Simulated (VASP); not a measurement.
Input of a VASP 6.6.1 run:

Contents of POSCAR:

```
Si16HC16
1.0
    6.1882622200      0.0000000600      0.0000000000
   -3.0941311600      5.3591922600      0.0000000000
    0.0000000000      0.0000000000     10.1293014700
Si C H
16 16 1
Direct
    0.3363831200      0.1638303400      0.9419721400
    0.1698332000      0.3349027800      0.4385017200
    0.0036677700     -0.0007661900      0.6874461200
    0.0017793300      0.0009137000      0.1900316400
    0.3316609300      0.6597989800      0.9485810200
    0.1684507400      0.8359740700      0.4377712400
    0.0059337200      0.5053776100      0.6876901100
    0.0016333700      0.5006638200      0.1911600200
    0.8371176200      0.1656191100      0.9421817300
    0.6722691200      0.3377250500      0.4377979600
    0.5090351900      0.0247198900      0.6808347700
    0.5021851400      0.0004917700      0.1905798700
    0.8362707600      0.6654536400      0.9414622400
    0.6708944700      0.8348911600      0.4384959600
    0.5063628000      0.4898238600      0.6860381000
    0.5021153900      0.5001815300      0.1909425200
    0.3344026000      0.1631673200      0.7534960300
    0.1679609800      0.3351249700      0.2522228100
    0.0038728000      0.0017006400      0.5024001500
    0.0026288300     -0.0006749400      0.0027568200
    0.3448478400      0.6629500000      0.7560229400
    0.1679589400      0.8353865400      0.2518371600
    0.0069775600      0.5037002700      0.5032272700
   -0.0008149400      0.4977573000      0.0042226800
    0.8413590000      0.1687902400      0.7527356000
    0.6684861800      0.3348931200      0.2522913700
    0.5038299700      0.0016789800      0.5001404500
    0.5022297400     -0.0022298500      0.0029454800
    0.8394175400      0.6661581200      0.7526298700
    0.6679710200      0.8347365100      0.2522437300
    0.5038906300      0.5006649300      0.5019958200
    0.5023967200      0.4974275400      0.0037957700
    0.5529866000      0.8182119400      0.7737368500
```

Contents of INCAR.step1:

```
SYSTEM = Si16HC16
  PREC = Accurate
  ENCUT = 580
  ISMEAR = -1
  SIGMA = 0.01
  LREAL = Auto
  LASPH = .TRUE.
  NELM = 120
  NELECT = 128.0
  NBANDS = 86
  GGA = PE
  ALGO = Normal
  EDIFF = 1E-5
  LWAVE = .TRUE.
  LCHARG = .FALSE.
  GGA_COMPAT = .FALSE.
```

The input INCAR.step2:

```
SYSTEM = Si16HC16
  PREC = Accurate
  ENCUT = 580
  EDIFF = 1E-6
  ISMEAR = -1
  SIGMA = 0.01
  LREAL = Auto
  LASPH = .TRUE.
  NELM = 120
  ALGO = Normal
  ISIF = 2
  LWAVE = .FALSE.
  LCHARG = .FALSE.
  METAGGA = R2SCAN
  LMIXTAU = .TRUE.
  NELECT = 128.0
  NBANDS = 86
  ISTART = 1
  GGA_COMPAT = .FALSE.
```

Contents of KPOINTS:

```
Automatic mesh
0
Gamma
  1 1 1
  0.25 0.25 0.25
```

Potentials or basis: VASP PAW PBE potentials, release 64 (Si, C, H).

Run with:

```bash
$ cat potpaw_PBE.64/Si/POTCAR potpaw_PBE.64/C/POTCAR potpaw_PBE.64/H/POTCAR > POTCAR
$ cp INCAR.step1 INCAR
$ mpirun -np 1 vasp_std > vasp.out
$ cp INCAR.step2 INCAR
$ mpirun -np 1 vasp_std > vasp.out
```

(1) What does it give for the largest force?

## Answers

(1) 0.686 eV/Å.

Caveat: the k points lie up to 0.59 Å⁻¹ apart; the cell carries a net charge on a neutralising background, which shifts energy and pressure; the PAW data sets were made with another functional, which shifts forces and pressure a little.
